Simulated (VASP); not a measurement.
# Pb (P6_3/mmc) in VASP: a series of runs

Pb is run at these levels: PBEsol; tasks: single point.

Program: VASP 6.6.1. These are calculated values, not measurements. Logs are shortened: lines on timing, memory, paths and dates and some standing lists are left out, and cuts for length are marked.

## 1. The cell of the first run

The structure is hexagonal, space group P6_3/mmc (No. 194). The conventional cell has a = 3.341 Å, b = 3.341 Å, c = 5.366 Å, α = 90.00°, β = 90.00°, γ = 120.00°. Within 4.3 Å of Pb (site symmetry -6m2) lie 12 Pb at 3.30 to 3.34 Å.

## 2. Single point, PBEsol (strain -0.040 along x and y, -0.040 along z)

File INCAR:

```
SYSTEM = Pb
PREC = Accurate ; ENCUT = 520
EDIFF = 1E-6 ; ISMEAR = 0
SIGMA = 0.15 ; LREAL = .False.
LASPH = .True. ; NELM = 60
ALGO = Fast ; ISIF = 2
LWAVE = .False. ; LCHARG = .True.
GGA = PS ; LELF = .True.
LVHAR = .True. ; NBANDS = 21
```

File KPOINTS:

```
regular mesh
0
Gamma
  18 18 10
  0 0 0
```

File POSCAR:

```
Pb
1.0
    3.3408006629      0.0000000000      0.0000000000
   -1.6704003315      2.8932182431      0.0000000000
    0.0000000000      0.0000000000      5.3664000000
Pb
2
Direct
    0.3333333333      0.6666666667      0.2500000000
    0.6666666667      0.3333333333      0.7500000000
```

Potentials or basis: VASP PAW PBE potentials, release 64 (Pb_d).

Command:

```console
$ cat potpaw_PBE.64/Pb_d/POTCAR > POTCAR
$ mpirun -np 1 vasp_std > vasp.out
```

OUTCAR:

```text
SYSTEM = Pb
   PREC = Accurate
   ENCUT = 520
   EDIFF = 1E-6
   ISMEAR = 0
   LREAL = .False.
   LASPH = .True.
   NELM = 60
   ISIF = 2
   GGA = PS

 ion  position               nearest neighbor table
   1  0.333  0.667  0.250-   2 3.30   2 3.30   2 3.30   2 3.30   2 3.30   2 3.30
   2  0.667  0.333  0.750-   1 3.30   1 3.30   1 3.30   1 3.30   1 3.30   1 3.30

  LATTYP: Found a hexagonal cell.
 ALAT       =     3.3408006629
 C/A-ratio  =     1.6063215203

  Lattice vectors:

 A1 = (   3.3408006629,   0.0000000000,   0.0000000000)
 A2 = (  -1.6704003315,   2.8932182431,   0.0000000000)
 A3 = (   0.0000000000,   0.0000000000,   5.3664000000)

Analysis of symmetry for initial positions (statically):
=====================================================================
 Subroutine PRICEL returns:
 Original cell was already a primitive cell.

 Routine SETGRP: Setting up the symmetry group for a
 hexagonal supercell.

 Subroutine GETGRP returns: Found 24 space group operations
 (whereof 12 operations were pure point group operations)
 out of a pool of 24 trial point group operations.

The static configuration has the point symmetry D_3d.
 The point group associated with its full space group is D_6h.

Analysis of symmetry for dynamics (positions and initial velocities):
=====================================================================
 Subroutine PRICEL returns:
 Original cell was already a primitive cell.

 Routine SETGRP: Setting up the symmetry group for a
 hexagonal supercell.

 Subroutine GETGRP returns: Found 24 space group operations
 (whereof 12 operations were pure point group operations)
 out of a pool of 24 trial point group operations.

The dynamic configuration has the point symmetry D_3d.
 The point group associated with its full space group is D_6h.

 Subroutine INISYM returns: Found 24 space group operations
 (whereof 12 operations are pure point group operations),
 and found     1 'primitive' translations

----------------------------------------------------------------------------------------

                                     Primitive cell

  volume of cell :      51.8698

  direct lattice vectors                    reciprocal lattice vectors
     3.340800663  0.000000000  0.000000000     0.299329443  0.172817934  0.000000000
    -1.670400332  2.893218243  0.000000000     0.000000000  0.345635868  0.000000000
     0.000000000  0.000000000  5.366400000     0.000000000  0.000000000  0.186344663

  length of vectors
     3.340800663  3.340800663  5.366400000     0.345635868  0.345635868  0.186344663

  position of ions in fractional coordinates (direct lattice)
     0.333333333  0.666666667  0.250000000
     0.666666667  0.333333333  0.750000000

  ion indices of the primitive-cell ions
   primitive index   ion index
                 1           1
                 2           2

----------------------------------------------------------------------------------------

 KPOINTS: regular mesh

Automatic generation of k-mesh.
 Grid dimensions read from file:
 generate k-points for:   18   18   10

 Generating k-lattice:

  Cartesian coordinates                     Fractional coordinates (reciprocal lattice)
     0.016629413  0.009600996  0.000000000     0.055555556 -0.000000000  0.000000000
     0.000000000  0.019201993  0.000000000     0.000000000  0.055555556  0.000000000
     0.000000000  0.000000000  0.018634466     0.000000000  0.000000000  0.100000000

  Length of vectors
     0.019201993  0.019201993  0.018634466

  Shift w.r.t. Gamma in fractional coordinates (k-lattice)
     0.000000000  0.000000000  0.000000000

 Subroutine IBZKPT returns following result:
 ===========================================

 Found    222 irreducible k-points:

 Following reciprocal coordinates:
            Coordinates               Weight
  0.000000  0.000000  0.000000      1.000000
  0.055556  0.000000  0.000000      6.000000
  0.111111  0.000000  0.000000      6.000000
  0.166667  0.000000  0.000000      6.000000
  0.222222  0.000000  0.000000      6.000000
  0.277778  0.000000  0.000000      6.000000
[... 16 lines left out ...]
  0.333333  0.111111  0.000000     12.000000
  0.388889  0.111111  0.000000     12.000000
 [... further k-points ...]
   k-points           NKPTS =    222   k-points in BZ     NKDIM =    222   number of bands    NBANDS=     21
   number of dos      NEDOS =    301   number of ions     NIONS =      2
   total plane-waves  NPLWV =  31360
   dimension x,y,z NGX =    28 NGY =   28 NGZ =   40
   dimension x,y,z NGXF=    56 NGYF=   56 NGZF=   80
   ions per type =               2
   NGX,Y,Z   is equivalent  to a cutoff of  13.93, 13.93, 12.39 a.u.
   NGXF,Y,Z  is equivalent  to a cutoff of  27.87, 27.87, 24.78 a.u.
 SYSTEM =  Pb
   PREC   = accura    normal or accurate (medium, high low for compatibility)
   ISTART =      0    job   : 0-new  1-cont  2-samecut
   ICHARG =      2    charge: 1-file 2-atom 10-const
   ISPIN  =      1    spin polarized calculation?
   LNONCOLLINEAR =      F non collinear calculations
   LSORBIT =      F    spin-orbit coupling
   LASPH  =      T    aspherical Exc in radial PAW
   ENCUT  =  520.0 eV  38.22 Ry    6.18 a.u.   6.21  6.21  9.98*2*pi/ulx,y,z
   NELM   =     60;   NELMIN=  2; NELMDL= -5     # of ELM steps
   EDIFF  = 0.1E-05   stopping-criterion for ELM
   LREAL  =      F    real-space projection
   EDIFFG = 0.1E-04   stopping-criterion for IOM
   NSW    =      0    number of steps for IOM
   IBRION =     -1    ionic relax: 0-MD 1-quasi-New 2-CG
   NFREE  =      0    steps in history (QN), initial steepest desc. (CG)
   ISIF   =      2    stress and relaxation
   ISYM   =      2    0-nonsym 1-usesym 2-fastsym
   POTIM  = 0.5000    time-step for ionic-motion
   TEBEG  =    0.0;   TEEND  =   0.0 temperature during run
   PSTRESS=    0.0 pullay stress
   NELECT =      28.0000    total number of electrons
   NUPDOWN=      -1.0000    fix difference up-down
   EMIN   =  10.00;   EMAX   =-10.00  energy-range for DOS
   EFERMI =   0.00;   METHOD = LEGACY
   ISMEAR =     0;   SIGMA  =   0.15  broadening in eV -4-tet -1-fermi 0-gaus
   EFERMI_NEDOS =   21; number of points for ismear=-14 and -15
   IALGO  =     68    algorithm
   IMIX   =      4    mixing-type and parameters
     AMIX     =   0.40;   BMIX     =  1.00
     AMIX_MAG =   1.60;   BMIX_MAG =  1.00
  volume/ion in A,a.u.               =      25.93       175.02
  Fermi-wavevector in a.u.,A,eV,Ry     =   1.332977  2.518961 24.175199  1.776827
  Thomas-Fermi vector in A             =   2.461870
   LORBIT       =      0    0 simple, 1 ext, 2 COOP (PROOUT), +10 PAW based schemes
   GGA     = PS    functional components
   LHFCALC =     F    Hartree Fock is set to
   AEXX    =    0.0000 exact exchange contribution
   IVDW    =     0    specifies the selected vdW correction
   LEPSILON=     F    determine dielectric tensor
   LRPA    =     F    only Hartree local field effects (RPA)
 non-spin polarized calculation
 RMM-DIIS sequential band-by-band and
 Gauss-broadening in eV      SIGMA  =   0.15
  energy-cutoff  :      520.00
  volume of cell :       51.87
 maximum number of plane-waves:      1424
 NGX is ok and might be reduce to    28
   NGX = 13   NGY = 13   NGZ = 19

 number of electron      28.0000003 magnetization

 Free energy of the ion-electron system (eV)
  ---------------------------------------------------
  ext. energy  EPLUGINS =         0.00000000
  ---------------------------------------------------
  free energy    TOTEN  =        -7.77000676 eV

  energy without entropy =       -7.76014219  energy(sigma->0) =       -7.76507448

 E-fermi :   8.9312     XC(G=0): -11.1179

 val. band max:        8.9298995349   @ k =   0.1667   0.0556   0.4000
 cond. band min:       8.9465534895   @ k =   0.1111   0.1111   0.4000
 fundamental gap:      0.0166539546
 Fermi energy:         8.9312108912

 k-point     1 :       0.0000    0.0000    0.0000
  band No.  band energies     occupation
      1      -8.2561      2.00000
      2      -8.1521      2.00000
      3      -8.1336      2.00000
      4      -8.1336      2.00000
      5      -8.0953      2.00000
      6      -8.0953      2.00000
[... 13 lines left out ...]
     20      18.4226      0.00000
     21      20.8456      0.00000

 k-point     2 :       0.0556    0.0000    0.0000
  band No.  band energies     occupation
      1      -8.2501      2.00000
      2      -8.1637      2.00000
      3      -8.1225      2.00000
      4      -8.1185      2.00000
      5      -8.0944      2.00000
      6      -8.0848      2.00000
[... 13 lines left out ...]
     20      18.8516      0.00000
     21      20.5039      0.00000

 k-point     3 :       0.1111    0.0000    0.0000
  band No.  band energies     occupation
      1      -8.2428      2.00000
      2      -8.1731      2.00000
      3      -8.1011      2.00000
      4      -8.0903      2.00000
      5      -8.0801      2.00000
      6      -8.0573      2.00000
[... 13 lines left out ...]
     20      19.5550      0.00000
     21      19.9162      0.00000

 k-point     4 :       0.1667    0.0000    0.0000
  band No.  band energies     occupation
      1      -8.2586      2.00000
      2      -8.1591      2.00000
      3      -8.1000      2.00000
      4      -8.0848      2.00000
      5      -8.0721      2.00000
      6      -8.0409      2.00000
[... 13 lines left out ...]
     20      19.6131      0.00000
     21      20.1660      0.00000

 k-point     5 :       0.2222    0.0000    0.0000
  band No.  band energies     occupation
      1      -8.2912      2.00000
      2      -8.1465      2.00000
      3      -8.1213      2.00000
      4      -8.0945      2.00000
      5      -8.0860      2.00000
      6      -7.9798      2.00000
[... 13 lines left out ...]
     20      19.1001      0.00000
     21      20.3356      0.00000
[... 382 lines left out ...]
     20      17.8534      0.00000
     21      21.0954      0.00000

 k-point    22 :       0.2778    0.1111    0.0000
  band No.  band energies     occupation
      1      -8.3150      2.00000
      2      -8.2213      2.00000
      3      -8.1554      2.00000
      4      -8.1328      2.00000
      5      -8.0266      2.00000
      6      -7.9365      2.00000
[... 13 lines left out ...]
     20      17.5827      0.00000
     21      21.7830      0.00000

 k-point    23 :       0.3333    0.1111    0.0000
  band No.  band energies     occupation
      1      -8.3403      2.00000
      2      -8.2566      2.00000
      3      -8.1550      2.00000
      4      -8.1417      2.00000
      5      -7.9967      2.00000
      6      -7.9607      2.00000
[... 13 lines left out ...]
     20      17.3826      0.00000
     21      22.3781      0.00000

 k-point    24 :       0.3889    0.1111    0.0000
  band No.  band energies     occupation
      1      -8.3567      2.00000
      2      -8.2798      2.00000
      3      -8.1578      2.00000
      4      -8.1466      2.00000
      5      -7.9765      2.00000
      6      -7.9733      2.00000
[... 13 lines left out ...]
     20      17.2611      0.00000
     21      22.2502      0.00000

 [... further k-points ...]
[... 5 lines left out ...]
  --------------------------------------------------------------------------------------
  -------------------------------------------------------------------------------------
  Total        2.7737564      2.7737564      3.5524310     -0.0000000      0.0000000      0.0000000
  in kB       85.6769710     85.6769710    109.7290039     -0.0000000      0.0000000      0.0000000
  external PRESSURE =      93.6943153 kB  Pullay stress =       0.0000000 kB

 VOLUME and BASIS-vectors are now :
 -----------------------------------------------------------------------------
  energy-cutoff  :      520.00
  volume of cell :       51.87
      direct lattice vectors                 reciprocal lattice vectors
     3.340800663  0.000000000  0.000000000     0.299329443  0.172817934  0.000000000
    -1.670400332  2.893218243  0.000000000     0.000000000  0.345635868  0.000000000
     0.000000000  0.000000000  5.366400000     0.000000000  0.000000000  0.186344663

 POSITION                                       TOTAL-FORCE (eV/Angst)
 -----------------------------------------------------------------------------------
     -0.00000      1.92881      1.34160         0.000000     -0.000000      0.000000
      1.67040      0.96441      4.02480        -0.000000      0.000000      0.000000
 -----------------------------------------------------------------------------------
    total drift:                                0.000000     -0.000000      0.000000

  FREE ENERGIE OF THE ION-ELECTRON SYSTEM (eV)
  ---------------------------------------------------
  free  energy   TOTEN  =        -7.7700067625 eV

  energy  without entropy=       -7.7601421939  energy(sigma->0) =       -7.76507448
```

Wall time 2.1 min (1 thread of Intel Xeon 6975P-C (Granite Rapids), shared host); peak memory 0.31 GiB.

Results:

* Free energy: -7.7700 eV
* Pressure: 9.4 GPa
* Band gap on the k mesh: zero (band 14 reaches 15.44 eV, above the bottom of band 15 at 6.56 eV)

Stress tensor (GPa, compression positive):
```
 8.57  0.00  0.00
 0.00  8.57  0.00
 0.00  0.00 10.97
```

Caveat: the cell differs from its parent crystal (strain -0.040 along x and y, -0.040 along z); the PAW data sets were made with another functional, which shifts forces and pressure a little; spin-orbit coupling is left out, which moves the levels of the heavy elements.

[end of part 1 of 2]
